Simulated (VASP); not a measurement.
# Fe (P6_3/mmc) in VASP: electric field gradients with LDA

Aim: the electric field gradients of Fe with LDA.

Everything below comes from runs of VASP 6.6.1. Logs are shortened: lines on timing, memory, paths and dates and some standing lists are left out, and cuts for length are marked.

**1. The cell of the first run**

The structure is hexagonal, space group P6_3/mmc (No. 194). The conventional cell has a = 2.406 Å, b = 2.406 Å, c = 3.805 Å, α = 90.00°, β = 90.00°, γ = 120.00°. Fe (site symmetry -6m2) has 12 Fe at 2.36 to 2.41 Å within 3.1 Å.

This isn't the form of Fe at room conditions, which is bcc.

**2. Electric field gradients, LDA**

The input, INCAR:

```
SYSTEM = Fe
  PREC = Accurate
  ENCUT = 520
  EDIFF = 1E-8
  ISMEAR = 0
  SIGMA = 0.05
  LREAL = .FALSE.
  LASPH = .TRUE.
  NELM = 100
  ALGO = Normal
  ISIF = 2
  LWAVE = .FALSE.
  LCHARG = .FALSE.
  LEFG = .TRUE.
  NBANDS = 15
```

The input, KPOINTS:

```
regular mesh
0
G
  22 22 12
  0 0 0
```

The input, POSCAR:

```
Fe
1.0
    2.4064184730      0.0000000000      0.0000000000
   -1.2032092365      2.0840195297      0.0000000000
    0.0000000000      0.0000000000      3.8054675020
Fe
2
Direct
    0.3333333333      0.6666666667      0.2500000000
    0.6666666667      0.3333333333      0.7500000000
```

Potentials or basis: VASP PAW LDA potentials, release 64 (Fe).

Command:

```bash
cat potpaw_LDA.64/Fe/POTCAR > POTCAR
mpirun -np 1 vasp_std > vasp.out
```

OUTCAR:

```text
SYSTEM = Fe
   PREC = Accurate
   ENCUT = 520
   EDIFF = 1E-8
   ISMEAR = 0
   LREAL = .FALSE.
   LASPH = .TRUE.
   NELM = 100
   ISIF = 2

 ion  position               nearest neighbor table
   1  0.333  0.667  0.250-   2 2.36   2 2.36   2 2.36   2 2.36   2 2.36   2 2.36
   2  0.667  0.333  0.750-   1 2.36   1 2.36   1 2.36   1 2.36   1 2.36   1 2.36

  LATTYP: Found a hexagonal cell.
 ALAT       =     2.4064184730
 C/A-ratio  =     1.5813822678

  Lattice vectors:

 A1 = (   2.4064184730,   0.0000000000,   0.0000000000)
 A2 = (  -1.2032092365,   2.0840195297,   0.0000000000)
 A3 = (   0.0000000000,   0.0000000000,   3.8054675020)

Analysis of symmetry for initial positions (statically):
=====================================================================
 Subroutine PRICEL returns:
 Original cell was already a primitive cell.

 Routine SETGRP: Setting up the symmetry group for a
 hexagonal supercell.

 Subroutine GETGRP returns: Found 24 space group operations
 (whereof 12 operations were pure point group operations)
 out of a pool of 24 trial point group operations.

The static configuration has the point symmetry D_3d.
 The point group associated with its full space group is D_6h.

Analysis of symmetry for dynamics (positions and initial velocities):
=====================================================================
 Subroutine PRICEL returns:
 Original cell was already a primitive cell.

 Routine SETGRP: Setting up the symmetry group for a
 hexagonal supercell.

 Subroutine GETGRP returns: Found 24 space group operations
 (whereof 12 operations were pure point group operations)
 out of a pool of 24 trial point group operations.

The dynamic configuration has the point symmetry D_3d.
 The point group associated with its full space group is D_6h.

 Subroutine INISYM returns: Found 24 space group operations
 (whereof 12 operations are pure point group operations),
 and found     1 'primitive' translations

----------------------------------------------------------------------------------------

                                     Primitive cell

  volume of cell :      19.0845

  direct lattice vectors                    reciprocal lattice vectors
     2.406418473  0.000000000  0.000000000     0.415555321  0.239920976  0.000000000
    -1.203209237  2.084019530  0.000000000     0.000000000  0.479841952  0.000000000
     0.000000000  0.000000000  3.805467502     0.000000000  0.000000000  0.262779803

  length of vectors
     2.406418473  2.406418473  3.805467502     0.479841952  0.479841952  0.262779803

  position of ions in fractional coordinates (direct lattice)
     0.333333333  0.666666667  0.250000000
     0.666666667  0.333333333  0.750000000

  ion indices of the primitive-cell ions
   primitive index   ion index
                 1           1
                 2           2

----------------------------------------------------------------------------------------

 KPOINTS: regular mesh

Automatic generation of k-mesh.
 Grid dimensions read from file:
 generate k-points for:   22   22   12

 Generating k-lattice:

  Cartesian coordinates                     Fractional coordinates (reciprocal lattice)
     0.018888878  0.010905499  0.000000000     0.045454545  0.000000000  0.000000000
     0.000000000  0.021810998  0.000000000     0.000000000  0.045454545  0.000000000
     0.000000000  0.000000000  0.021898317     0.000000000  0.000000000  0.083333333

  Length of vectors
     0.021810998  0.021810998  0.021898317

  Shift w.r.t. Gamma in fractional coordinates (k-lattice)
     0.000000000  0.000000000  0.000000000

 Subroutine IBZKPT returns following result:
 ===========================================

[... 37 lines left out ...]
 SYSTEM =  Fe
   PREC   = accura    normal or accurate (medium, high low for compatibility)
   ISTART =      0    job   : 0-new  1-cont  2-samecut
   ICHARG =      2    charge: 1-file 2-atom 10-const
   ISPIN  =      1    spin polarized calculation?
   LNONCOLLINEAR =      F non collinear calculations
   LSORBIT =      F    spin-orbit coupling
   LASPH  =      T    aspherical Exc in radial PAW
   ENCUT  =  520.0 eV  38.22 Ry    6.18 a.u.   4.47  4.47  7.08*2*pi/ulx,y,z
   NELM   =    100;   NELMIN=  2; NELMDL= -5     # of ELM steps
   EDIFF  = 0.1E-07   stopping-criterion for ELM
   LREAL  =      F    real-space projection
   EDIFFG = 0.1E-06   stopping-criterion for IOM
   NSW    =      0    number of steps for IOM
   IBRION =     -1    ionic relax: 0-MD 1-quasi-New 2-CG
   NFREE  =      0    steps in history (QN), initial steepest desc. (CG)
   ISIF   =      2    stress and relaxation
   ISYM   =      2    0-nonsym 1-usesym 2-fastsym
   POTIM  = 0.5000    time-step for ionic-motion
   TEBEG  =    0.0;   TEEND  =   0.0 temperature during run
   PSTRESS=    0.0 pullay stress
   NELECT =      16.0000    total number of electrons
   NUPDOWN=      -1.0000    fix difference up-down
   EMIN   =  10.00;   EMAX   =-10.00  energy-range for DOS
   EFERMI =   0.00;   METHOD = LEGACY
   ISMEAR =     0;   SIGMA  =   0.05  broadening in eV -4-tet -1-fermi 0-gaus
   EFERMI_NEDOS =   21; number of points for ismear=-14 and -15
   IALGO  =     38    algorithm
   IMIX   =      4    mixing-type and parameters
     AMIX     =   0.40;   BMIX     =  1.00
     AMIX_MAG =   1.60;   BMIX_MAG =  1.00
  volume/ion in A,a.u.               =       9.54        64.39
  Fermi-wavevector in a.u.,A,eV,Ry     =   1.543670  2.917114 32.421561  2.382918
  Thomas-Fermi vector in A             =   2.649300
   LORBIT       =      0    0 simple, 1 ext, 2 COOP (PROOUT), +10 PAW based schemes
   GGA     = CA    functional components
   LHFCALC =     F    Hartree Fock is set to
   AEXX    =    0.0000 exact exchange contribution
   IVDW    =     0    specifies the selected vdW correction
   LEPSILON=     F    determine dielectric tensor
   LRPA    =     F    only Hartree local field effects (RPA)
 non-spin polarized calculation
 Gauss-broadening in eV      SIGMA  =   0.05
  energy-cutoff  :      520.00
  volume of cell :       19.08
 maximum number of plane-waves:       537
 NGX is ok and might be reduce to    18
   NGX =  9   NGY =  9   NGZ = 15

 number of electron      15.9999994 magnetization

 Free energy of the ion-electron system (eV)
  ---------------------------------------------------
  ext. energy  EPLUGINS =         0.00000000
  ---------------------------------------------------
  free energy    TOTEN  =       -18.82686993 eV

  energy without entropy =      -18.82452781  energy(sigma->0) =      -18.82569887

 E-fermi :   7.5425     XC(G=0): -14.4588

 val. band max:        7.5373616524   @ k =   0.2273   0.0455   0.2500
 cond. band min:       7.5531411392   @ k =   0.2273   0.0909   0.1667
 fundamental gap:      0.0157794868
 Fermi energy:         7.5425123306

 k-point     1 :       0.0000    0.0000    0.0000
  band No.  band energies     occupation
      1      -1.6960      2.00000
      2       2.1934      2.00000
      3       5.7105      2.00000
      4       5.7105      2.00000
      5       5.8468      2.00000
      6       6.2285      2.00000
      7       6.2285      2.00000
      8       6.6096      2.00000
      9       6.6096      2.00000
     10       8.1814      0.00000
     11       8.3327      0.00000
     12       8.3327      0.00000
     13      17.0216      0.00000
     14      30.0748      0.00000
[... 401 lines left out ...]
      2       3.0177      2.00000
      3       4.7130      2.00000
      4       4.9663      2.00000
      5       5.8879      2.00000
      6       5.9601      2.00000
      7       6.5590      2.00000
      8       6.5849      2.00000
      9       6.6099      2.00000
     10       7.0808      2.00000
     11       8.5155      0.00000
     12      12.6085      0.00000
     13      17.1159      0.00000
     14      25.2338      0.00000
     15      26.7897      0.00000

 [... further k-points ...]

------------------------ aborting loop because EDIFF is reached ----------------------------------------

  FORCE on cell =-STRESS in cart. coord.  units (eV):
  Direction    XX          YY          ZZ          XY          YZ          ZX
  --------------------------------------------------------------------------------------
  -------------------------------------------------------------------------------------
  Total       -0.0279477     -0.0279477     -0.0504207      0.0000000      0.0000000     -0.0000000
  in kB       -2.3462608     -2.3462608     -4.2329072      0.0000000      0.0000000     -0.0000000
  external PRESSURE =      -2.9751430 kB  Pullay stress =       0.0000000 kB

 VOLUME and BASIS-vectors are now :
 -----------------------------------------------------------------------------
  energy-cutoff  :      520.00
  volume of cell :       19.08
      direct lattice vectors                 reciprocal lattice vectors
     2.406418473  0.000000000  0.000000000     0.415555321  0.239920976  0.000000000
    -1.203209237  2.084019530  0.000000000     0.000000000  0.479841952  0.000000000
     0.000000000  0.000000000  3.805467502     0.000000000  0.000000000  0.262779803

 POSITION                                       TOTAL-FORCE (eV/Angst)
 -----------------------------------------------------------------------------------
     -0.00000      1.38935      0.95137        -0.000000      0.000000      0.000000
      1.20321      0.69467      2.85410         0.000000      0.000000      0.000000
 -----------------------------------------------------------------------------------
    total drift:                                0.000000     -0.000000     -0.000000

  FREE ENERGIE OF THE ION-ELECTRON SYSTEM (eV)
  ---------------------------------------------------
  free  energy   TOTEN  =       -18.8268699332 eV

  energy  without entropy=      -18.8245278083  energy(sigma->0) =      -18.82569887

 Electric field gradients (V/A^2)
---------------------------------------------------------------------
 ion       V_xx      V_yy      V_zz      V_xy      V_xz      V_yz
---------------------------------------------------------------------
   1       3.990     3.991    -7.982     0.001     0.000    -0.000
   2       3.990     3.991    -7.982     0.001    -0.000     0.000
---------------------------------------------------------------------

 Electric field gradients after diagonalization (V/A^2)
 (convention: |V_zz| > |V_xx| > |V_yy|)
----------------------------------------------------------------------
 ion       V_xx      V_yy      V_zz     asymmetry (V_yy - V_xx)/ V_zz
----------------------------------------------------------------------
   1       3.992     3.990    -7.982       0.000
   2       3.992     3.990    -7.982       0.000
----------------------------------------------------------------------

           NMR quadrupolar parameters

 Cq : quadrupolar parameter    Cq=e*Q*V_zz/h
 eta: asymmetry parameters     (V_yy - V_xx)/ V_zz
 Q  : nuclear electric quadrupole moment in mb (millibarn)
----------------------------------------------------------------------
 ion       Cq(MHz)       eta       Q (mb)
----------------------------------------------------------------------
   1      -0.019       0.000       1.000
   2      -0.019       0.000       1.000
----------------------------------------------------------------------
```

Run time: 1.8 min. Hardware: 1 thread of Intel Xeon 8259CL, shared host; peak memory 0.2 GiB.

What came out:

- Free energy: -18.8269 eV
- Pressure: -0.3 GPa
- Band gap on the k mesh: zero (bands 8 and 9 overlap by 2.09 eV)
- Largest electric field gradient by atom: Fe -8.0 V/Å²

Stress tensor (GPa, compression positive):
```
-0.23  0.00  0.00
 0.00 -0.23  0.00
 0.00  0.00 -0.42
```

Levels at points of the mesh, in eV from the Fermi level:
```tsv
k point	band 5	band 6	band 7	band 8	band 9	band 10	band 11	band 12
(0.00, 0.00, 0.00)	-1.70	-1.31	-1.31	-0.93	-0.93	0.64	0.79	0.79
(0.50, 0.00, 0.00)	-2.14	-1.66	-1.17	0.91	1.16	1.20	2.95	5.25
(0.00, 0.00, 0.50)	-1.96	-1.96	-1.96	-1.96	0.36	0.36	0.36	0.36
(0.50, 0.00, 0.50)	-0.71	-0.71	0.14	0.14	1.06	1.06	2.70	2.70
```

Electric field gradients, principal values (V/Å²):
```
atom  least  middle  greatest (by size)
1 Fe  3.990   3.992              -7.982
2 Fe  3.990   3.992              -7.982
```

Caveat: without QUAD_EFG the Cq values of the log hold for a quadrupole moment of 1 mb, not for the nuclei; the run has no spin polarisation, though such a crystal can be magnetic. Spin polarisation is off, so any magnetic state and its effect on volume and gap are missing.
